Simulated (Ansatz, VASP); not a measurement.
InP: VASP beside Ansatz

POSCAR

```
InP
1.0
    0.0000000000      2.8706770916      2.8706770916
    2.8706770916      0.0000000000      2.8706770916
    2.8706770916      2.8706770916      0.0000000000
In P
1 1
Direct
    0.0000000000      0.0000000000      0.0000000000
    0.7500000000      0.7500000000      0.7500000000
```

INCAR.step1

```
SYSTEM = InP
ALGO = Normal
EDIFF = 1E-5
ENCUT = 520
GGA = PE
ISIF = 2
ISMEAR = -1
LASPH = .TRUE.
LCHARG = .FALSE.
LREAL = .FALSE.
LWAVE = .TRUE.
NBANDS = 16
NELM = 100
PREC = Accurate
SIGMA = 0.05
```

INCAR.step2

```
SYSTEM = InP
AEXX = 0.25
ALGO = Normal
EDIFF = 1E-6
ENCUT = 520
GGA = PS
ISIF = 2
ISMEAR = -1
ISTART = 1
LASPH = .TRUE.
LCHARG = .FALSE.
LHFCALC = .TRUE.
LREAL = .FALSE.
LWAVE = .FALSE.
NBANDS = 16
NELM = 100
PREC = Accurate
PRECFOCK = Normal
SIGMA = 0.05
```

Contents of KPOINTS:

```
k-points
0
G
  4 4 4
  0 0 0
```

input.yaml

```yaml
crystal:
  lattice:
    - [0.0, 2.8706770916, 2.8706770916]
    - [2.8706770916, 0.0, 2.8706770916]
    - [2.8706770916, 2.8706770916, 0.0]
  atoms:
    - { symbol: In, position: [0.0, 0.0, 0.0] }
    - { symbol: P, position: [0.75, 0.75, 0.75] }
hamiltonian:
  xc: { exchange: pbesol, correlation: pbesol, exx: { coeff: 0.25 } }
  pseudopotentials: { kind: paw }
kpoints:
  mp_grid: { grid: [4, 4, 4] }
scf:
  occupations: { method: fermi_dirac, width: 0.05 }
output:
  forces: true
  stress: true
  eigenvalues: true
  write_density: true
  write_potential: true
  elf: true
  volumetric_format: npy
```

Alike in both runs: task single point; functional PBEsol-based global hybrid; k mesh 4 × 4 × 4; occupations fermi-dirac, width 0.05 eV; no spin polarisation.

|  | VASP | Ansatz |
| --- | --- | --- |
| version | VASP 6.6.1 | Ansatz 0.2.0 |
| potentials or method | VASP PAW PBE potentials, release 64 (In_d, P) | Ansatz PAW |
| plane-wave cutoff (eV) | 520 | 420 |
| valence electrons in the cell | 18 | 18 |

Ansatz gave:

- gap on the k mesh at the Fermi level (eV): 2.47
- least direct gap on the mesh (eV): 2.47
- pressure (GPa): 4.8

**Question.** Estimate VASP's values.

**Answer.** gap on the k mesh at the Fermi level (eV): 2.53; least direct gap on the mesh (eV): 2.53; pressure (GPa): 4.4.

VASP's potentials were made for PBE, not for PBEsol-based global hybrid.

The k mesh is coarse, so the values compare programs but aren't converged.
